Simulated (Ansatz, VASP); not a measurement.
One calculation of CsBr, two programs

```xyz
2
Lattice="4.4073 0.0000 0.0000 0.0000 4.4073 0.0000 0.0000 0.0000 4.4073" Properties=species:S:1:pos:R:3 pbc="T T T"
Cs    0.0000    0.0000    0.0000
Br    2.2037    2.2037    2.2037
```

Alike in both runs: functional r2SCAN; k mesh 8 × 8 × 8; occupations fermi-dirac, width 0.02 eV; no spin polarisation.

Ansatz relaxed the structure, and its values are those at the end. VASP's run is a single point on that final structure, the one shown.

|  | VASP | Ansatz |
| --- | --- | --- |
| version | VASP 6.6.1 | Ansatz 0.2.0 |
| potentials or method | VASP PAW PBE potentials, release 64 (Cs_sv, Br), cutoff 550 eV | PAW plane waves |
| valence electrons in the cell | 16 | 16 |

Ansatz gave:

| Property | Result |
| --- | --- |
| gap on the k mesh at the Fermi level (eV) | 4.95 |
| pressure (GPa) | -0.8 |

Question: What did VASP give for the same quantities?

Answer: gap on the k mesh at the Fermi level (eV): 4.93; pressure (GPa): -0.7.

VASP's potentials were made for PBE, not for r2SCAN. With one functional, cell and mesh, what is left measures potentials, basis and numerics. Ansatz's warnings: stress scf threshold loose.

Neither program's run includes spin-orbit coupling.
